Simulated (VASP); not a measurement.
## Si: single point with PBE

The system is Si.

```
Si
1.0
     0.00000    1.90666    1.90666
     1.90666    0.00000    1.90666
     1.90666    1.90666    0.00000
Si
1
Direct
  0.00000 0.00000 0.00000
```

This cell differs from its parent crystal: volume scaled by 0.96.

```
Program             : VASP 6.6.1
Task                : single point
Functional          : PBE
Potentials or basis : VASP PAW PBE potentials, release 64 (Si)
Cutoff              : 520 eV
k mesh              : 16 × 16 × 16
Occupations         : fermi-dirac, width 0.1 eV
Spin                : no spin polarisation
```

- Pressure: 4.0 GPa
- Band gap on the k mesh: zero (band 2 reaches 22.42 eV, above the bottom of band 3 at 7.55 eV)

Levels at points of the mesh, in eV from the Fermi level:
```tsv
k point	band 1	band 2	band 3	band 4	band 5	band 6	band 7
(0.00, 0.00, 0.00)	-14.89	11.63	11.63	11.63	12.06	12.06	12.06
(0.50, 0.00, 0.00)	-7.77	-7.27	8.92	8.92	10.94	10.94	13.74
(0.50, 0.50, 0.00)	-5.60	-4.57	3.28	3.28	4.29	7.04	25.17
```

Wall time 7.7 s on 1 thread of Intel(R) Xeon(R) Platinum 8559C (Emerald Rapids), on a shared host, peak memory 0.12 GiB.
